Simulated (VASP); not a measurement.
# SiGe7 (R-3m) in VASP: single point with PBE

Aim: the single point of SiGe7 with PBE.

Program: VASP 6.6.1. These are calculated values, not measurements. Logs are shortened: lines on timing, memory, paths and dates and some standing lists are left out, and cuts for length are marked.

**1. The cell of the first run**

Symmetry: R-3m, No. 166, trigonal system. The conventional cell has a = 8.089 Å, b = 8.089 Å, c = 19.807 Å, α = 90.00°, β = 90.00°, γ = 120.00°. Si (site symmetry 3m) has 1 Si at 2.41 Å and 3 Ge at 2.45 Å within 3.2 Å. Ge (site symmetry m) has 4 Ge at 2.48 to 2.49 Å within 3.3 Å. Within 3.2 Å of Ge (site symmetry m) lie 1 Si at 2.45 Å and 3 Ge at 2.49 to 2.50 Å. Within 3.3 Å of Ge (site symmetry 3m) lie 4 Ge at 2.48 Å.

**2. Single point, PBE**

File INCAR:

```
ALGO     = Normal         # electronic algorithm
EDIFF    = 1E-7           # SCF threshold, eV
ENCUT    = 520            # plane-wave cutoff, eV
GGA      = PE             # functional
ISIF     = 2              # what is computed and relaxed
ISMEAR   = 0              # smearing method
LASPH    = T              # aspherical terms in the spheres
LCHARG   = F              # write CHGCAR
LREAL    = Auto         
LWAVE    = F              # write WAVECAR
NBANDS   = 116            # bands
NELM     = 60             # most SCF steps
PREC     = Accurate       # precision mode
SIGMA    = 0.1            # smearing width, eV
```

File KPOINTS:

```
k-points
0
Gamma
  6 6 6
```

File POSCAR:

```
SiGe7
1.0
    4.0444187919      2.3350462782      6.6024917908
   -4.0444187919      2.3350462782      6.6024917908
    0.0000000000     -4.6700925564      6.6024917908
Si Ge
2 14
Direct
    0.9391218740      0.9391218740      0.9391218740
    0.0608781260      0.0608781260      0.0608781260
    0.9376571710      0.4374406114      0.4374406114
    0.0608858682      0.0608858682      0.5674493626
    0.5625584477      0.5625584477      0.5625584477
    0.4374406114      0.9376571710      0.4374406114
    0.4374406114      0.4374406114      0.9376571710
    0.5674493626      0.0608858682      0.0608858682
    0.0608858682      0.5674493626      0.0608858682
    0.0623428290      0.5625593886      0.5625593886
    0.9391141318      0.4325506374      0.9391141318
    0.4374415523      0.4374415523      0.4374415523
    0.5625593886      0.5625593886      0.0623428290
    0.9391141318      0.9391141318      0.4325506374
    0.5625593886      0.0623428290      0.5625593886
    0.4325506374      0.9391141318      0.9391141318
```

Potentials or basis: VASP PAW PBE potentials, release 64 (Si, Ge_d).

Command:

```sh
$ cat potpaw_PBE.64/Si/POTCAR potpaw_PBE.64/Ge_d/POTCAR > POTCAR
$ mpirun -np 1 vasp_std > vasp.out
```

OUTCAR:

```text
EDIFF = 1E-7
   ENCUT = 520
   GGA = PE
   ISIF = 2
   ISMEAR = 0
   LASPH = T
   LREAL = Auto
   NELM = 60
   PREC = Accurate

 ion  position               nearest neighbor table
   1  0.939  0.939  0.939-   2 2.41   4 2.45   8 2.45   9 2.45
   2  0.061  0.061  0.061-   1 2.41  14 2.45  11 2.45  16 2.45
   3  0.938  0.437  0.437-  10 2.48   5 2.48   9 2.49   4 2.49
   4  0.061  0.061  0.567-   1 2.45   3 2.49   6 2.49  14 2.50
   5  0.563  0.563  0.563-   7 2.48   6 2.48   3 2.48  12 2.48
   6  0.437  0.938  0.437-  15 2.48   5 2.48   8 2.49   4 2.49
[... 8 lines left out ...]
  15  0.563  0.062  0.563-   6 2.48  12 2.48  16 2.49  14 2.49
  16  0.433  0.939  0.939-   2 2.45  15 2.49  13 2.49   8 2.50

  LATTYP: Found a trigonal (rhomboedric) cell.
 ALAT       =     8.0871912512
 COS(alpha) =     0.4997964064

  Lattice vectors:

 A1 = (   4.0444187919,   2.3350462782,   6.6024917908)
 A2 = (  -4.0444187919,   2.3350462782,   6.6024917908)
 A3 = (   0.0000000000,  -4.6700925564,   6.6024917908)

Analysis of symmetry for initial positions (statically):
=====================================================================
 Subroutine PRICEL returns:
 Original cell was already a primitive cell.

 Routine SETGRP: Setting up the symmetry group for a
 trigonal (rhombohedral) supercell.

 Subroutine GETGRP returns: Found 12 space group operations
 (whereof 12 operations were pure point group operations)
 out of a pool of 12 trial point group operations.

The static configuration has the point symmetry D_3d.

Analysis of symmetry for dynamics (positions and initial velocities):
=====================================================================
 Subroutine PRICEL returns:
 Original cell was already a primitive cell.

 Routine SETGRP: Setting up the symmetry group for a
 trigonal (rhombohedral) supercell.

 Subroutine GETGRP returns: Found 12 space group operations
 (whereof 12 operations were pure point group operations)
 out of a pool of 12 trial point group operations.

The dynamic configuration has the point symmetry D_3d.

 Subroutine INISYM returns: Found 12 space group operations
 (whereof 12 operations are pure point group operations),
 and found     1 'primitive' translations

----------------------------------------------------------------------------------------

                                     Primitive cell

  volume of cell :     374.1198

  direct lattice vectors                    reciprocal lattice vectors
     4.044418792  2.335046278  6.602491791     0.123627158  0.071376173  0.050485990
    -4.044418792  2.335046278  6.602491791    -0.123627158  0.071376173  0.050485990
     0.000000000 -4.670092556  6.602491791     0.000000000 -0.142752346  0.050485990

  length of vectors
     8.087191251  8.087191251  8.087191251     0.151416866  0.151416866  0.151416866

  position of ions in fractional coordinates (direct lattice)
     0.939121874  0.939121874  0.939121874
     0.060878126  0.060878126  0.060878126
     0.937657171  0.437440611  0.437440611
     0.060885868  0.060885868  0.567449363
     0.562558448  0.562558448  0.562558448
     0.437440611  0.937657171  0.437440611
[... 8 lines left out ...]
     0.562559389  0.062342829  0.562559389
     0.432550637  0.939114132  0.939114132

  ion indices of the primitive-cell ions
   primitive index   ion index
                 1           1
                 2           2
                 3           3
                 4           4
                 5           5
                 6           6
[... 8 lines left out ...]
                15          15
                16          16

----------------------------------------------------------------------------------------

 KPOINTS: k-points

Automatic generation of k-mesh.
 Grid dimensions read from file:
 generate k-points for:    6    6    6

 Generating k-lattice:

  Cartesian coordinates                     Fractional coordinates (reciprocal lattice)
     0.020604526  0.011896029  0.008414332     0.166666667 -0.000000000  0.000000000
    -0.020604526  0.011896029  0.008414332    -0.000000000  0.166666667  0.000000000
     0.000000000 -0.023792058  0.008414332     0.000000000  0.000000000  0.166666667

  Length of vectors
     0.025236144  0.025236144  0.025236144

  Shift w.r.t. Gamma in fractional coordinates (k-lattice)
     0.000000000  0.000000000  0.000000000

 Subroutine IBZKPT returns following result:
 ===========================================

 Found     32 irreducible k-points:

 Following reciprocal coordinates:
            Coordinates               Weight
  0.000000  0.000000  0.000000      1.000000
  0.166667  0.000000  0.000000      6.000000
  0.333333  0.000000  0.000000      6.000000
  0.500000  0.000000  0.000000      3.000000
  0.166667  0.166667  0.000000      6.000000
  0.333333  0.166667  0.000000     12.000000
[... 16 lines left out ...]
  0.500000  0.500000  0.166667      6.000000
 -0.333333  0.500000  0.166667     12.000000
 [... further k-points ...]
   k-points           NKPTS =     32   k-points in BZ     NKDIM =     32   number of bands    NBANDS=    116
   number of dos      NEDOS =    301   number of ions     NIONS =     16
   total plane-waves  NPLWV = 216000
   dimension x,y,z NGX =    60 NGY =   60 NGZ =   60
   dimension x,y,z NGXF=   120 NGYF=  120 NGZF=  120
   ions per type =               2  14
   NGX,Y,Z   is equivalent  to a cutoff of  12.33, 12.33, 12.33 a.u.
   NGXF,Y,Z  is equivalent  to a cutoff of  24.67, 24.67, 24.67 a.u.
 SYSTEM =  unknown system
   PREC   = accura    normal or accurate (medium, high low for compatibility)
   ISTART =      0    job   : 0-new  1-cont  2-samecut
   ICHARG =      2    charge: 1-file 2-atom 10-const
   ISPIN  =      1    spin polarized calculation?
   LNONCOLLINEAR =      F non collinear calculations
   LSORBIT =      F    spin-orbit coupling
   LASPH  =      T    aspherical Exc in radial PAW
   ENCUT  =  520.0 eV  38.22 Ry    6.18 a.u.  15.04 15.04 15.04*2*pi/ulx,y,z
   NELM   =     60;   NELMIN=  2; NELMDL= -5     # of ELM steps
   EDIFF  = 0.1E-06   stopping-criterion for ELM
   LREAL  =      T    real-space projection
   EDIFFG = 0.1E-05   stopping-criterion for IOM
   NSW    =      0    number of steps for IOM
   IBRION =     -1    ionic relax: 0-MD 1-quasi-New 2-CG
   NFREE  =      0    steps in history (QN), initial steepest desc. (CG)
   ISIF   =      2    stress and relaxation
   ISYM   =      2    0-nonsym 1-usesym 2-fastsym
   POTIM  = 0.5000    time-step for ionic-motion
   TEBEG  =    0.0;   TEEND  =   0.0 temperature during run
   PSTRESS=    0.0 pullay stress
   NELECT =     204.0000    total number of electrons
   NUPDOWN=      -1.0000    fix difference up-down
   EMIN   =  10.00;   EMAX   =-10.00  energy-range for DOS
   EFERMI =   0.00;   METHOD = LEGACY
   ISMEAR =     0;   SIGMA  =   0.10  broadening in eV -4-tet -1-fermi 0-gaus
   EFERMI_NEDOS =   21; number of points for ismear=-14 and -15
   IALGO  =     38    algorithm
   IMIX   =      4    mixing-type and parameters
     AMIX     =   0.40;   BMIX     =  1.00
     AMIX_MAG =   1.60;   BMIX_MAG =  1.00
  volume/ion in A,a.u.               =      23.38       157.79
  Fermi-wavevector in a.u.,A,eV,Ry     =   1.337462  2.527436 24.338148  1.788803
  Thomas-Fermi vector in A             =   2.466008
   LORBIT       =      0    0 simple, 1 ext, 2 COOP (PROOUT), +10 PAW based schemes
   GGA     = PE    functional components
   LHFCALC =     F    Hartree Fock is set to
   AEXX    =    0.0000 exact exchange contribution
   IVDW    =     0    specifies the selected vdW correction
   LEPSILON=     F    determine dielectric tensor
   LRPA    =     F    only Hartree local field effects (RPA)
 non-spin polarized calculation
 Gauss-broadening in eV      SIGMA  =   0.10
  energy-cutoff  :      520.00
  volume of cell :      374.12
 maximum number of plane-waves:     10104
   NGX = 31   NGY = 31   NGZ = 31

 number of electron     203.9999984 magnetization

 Free energy of the ion-electron system (eV)
  ---------------------------------------------------
  ext. energy  EPLUGINS =         0.00000000
  ---------------------------------------------------
  free energy    TOTEN  =       -73.96068694 eV

  energy without entropy =      -73.95893335  energy(sigma->0) =      -73.95981014

 E-fermi :   4.6625     XC(G=0):  -9.6529

 val. band max:        4.6428675974   @ k =   0.0000   0.0000   0.0000
 cond. band min:       4.7106028726   @ k =   0.0000   0.0000   0.0000
 fundamental gap:      0.0677352752
 Fermi energy:         4.6625130216

 k-point     1 :       0.0000    0.0000    0.0000
  band No.  band energies     occupation
      1     -20.0808      2.00000
      2     -20.0802      2.00000
      3     -20.0802      2.00000
      4     -20.0729      2.00000
      5     -20.0728      2.00000
      6     -20.0687      2.00000
[... 106 lines left out ...]
    113       5.6508      0.00000
    114       7.1556      0.00000

 k-point     2 :       0.1667    0.0000    0.0000
  band No.  band energies     occupation
      1     -20.0825      2.00000
      2     -20.0808      2.00000
      3     -20.0807      2.00000
      4     -20.0751      2.00000
      5     -20.0748      2.00000
      6     -20.0718      2.00000
[... 2566 lines left out ...]
 k-point    24 :      -0.3333    0.5000    0.1667
  band No.  band energies     occupation
      1     -20.0892      2.00000
      2     -20.0887      2.00000
      3     -20.0844      2.00000
      4     -20.0835      2.00000
      5     -20.0817      2.00000
      6     -20.0787      2.00000
[... 106 lines left out ...]
    113       7.8713      0.00000
    114       7.8820      0.00000

 [... further k-points ...]

 [bands above 114 left out]

------------------------ aborting loop because EDIFF is reached ----------------------------------------

  FORCE on cell =-STRESS in cart. coord.  units (eV):
  Direction    XX          YY          ZZ          XY          YZ          ZX
  --------------------------------------------------------------------------------------
  -------------------------------------------------------------------------------------
  Total       -0.1604033     -0.1604033     -0.1346843     -0.0000000      0.0000000      0.0000000
  in kB       -0.6869311     -0.6869311     -0.5767888     -0.0000000      0.0000000      0.0000000
  external PRESSURE =      -0.6502170 kB  Pullay stress =       0.0000000 kB

 VOLUME and BASIS-vectors are now :
 -----------------------------------------------------------------------------
  energy-cutoff  :      520.00
  volume of cell :      374.12
      direct lattice vectors                 reciprocal lattice vectors
     4.044418792  2.335046278  6.602491791     0.123627158  0.071376173  0.050485990
    -4.044418792  2.335046278  6.602491791    -0.123627158  0.071376173  0.050485990
     0.000000000 -4.670092556  6.602491791     0.000000000 -0.142752346  0.050485990

 POSITION                                       TOTAL-FORCE (eV/Angst)
 -----------------------------------------------------------------------------------
      0.00000      0.00000     18.60163         0.000000     -0.000000     -0.000836
      0.00000      0.00000      1.20584         0.000000     -0.000000      0.000836
      2.02309      1.16803     11.96727        -0.000923     -0.000533      0.000375
      0.00000     -2.36570      4.55058         0.000000     -0.004232      0.001787
      0.00000      0.00000     11.14286         0.000000     -0.000000     -0.000198
     -2.02309      1.16803     11.96727         0.000923     -0.000533      0.000375
[... 8 lines left out ...]
      2.02309     -1.16803      7.84021        -0.000923      0.000533     -0.000375
     -2.04875     -1.18285     15.25690        -0.003665     -0.002116     -0.001787
 -----------------------------------------------------------------------------------
    total drift:                                0.000000      0.000000     -0.000000

  FREE ENERGIE OF THE ION-ELECTRON SYSTEM (eV)
  ---------------------------------------------------
  free  energy   TOTEN  =       -73.9606869410 eV

  energy  without entropy=      -73.9589333487  energy(sigma->0) =      -73.95981014
```

Wall time 31 min (1 thread of Intel Xeon 6975P-C (Granite Rapids), shared host); peak memory 1 GiB.

What came out:

```
Free energy            : -73.9607 eV
Pressure               : -0.1 GPa
Largest force          : 0.005 eV/Å
Band gap on the k mesh : zero (filled and empty bands touch)
```

Forces in eV/Å, atoms in the order of the input:
```
Si   0.000  0.000 -0.001
Si   0.000  0.000  0.001
Ge  -0.001 -0.001  0.000
Ge   0.000 -0.004  0.002
Ge   0.000  0.000  0.000
Ge   0.001 -0.001  0.000
Ge   0.000  0.001  0.000
Ge   0.004  0.002  0.002
Ge  -0.004  0.002  0.002
Ge   0.001  0.001  0.000
Ge   0.004 -0.002 -0.002
Ge   0.000  0.000  0.000
Ge   0.000 -0.001  0.000
Ge   0.000  0.004 -0.002
Ge  -0.001  0.001  0.000
Ge  -0.004 -0.002 -0.002
```

Levels at points of the mesh, in eV from the Fermi level:
```
           k point  band 98  band 99  band 100  band 101  band 102  band 103  band 104  band 105  band 106  band 107
(0.00, 0.00, 0.00)    -1.24    -1.24     -0.08     -0.02     -0.02     -0.02      0.05      0.05      0.19      0.42
(0.50, 0.00, 0.00)    -2.21    -0.93     -0.91     -0.76     -0.76      0.63      0.68      1.14      1.32      1.46
(0.50, 0.50, 0.00)    -1.86    -1.48     -1.45     -1.43     -1.33      0.93      1.10      1.80      1.92      2.00
(0.50, 0.50, 0.50)    -2.22    -0.85     -0.85     -0.84     -0.84      0.64      0.67      1.32      1.32      1.34
```

Caveat: semilocal functionals underestimate gaps, and a narrow one can read as zero.

The gap in the log of VASP goes by the Fermi energy; the results here count the filled bands.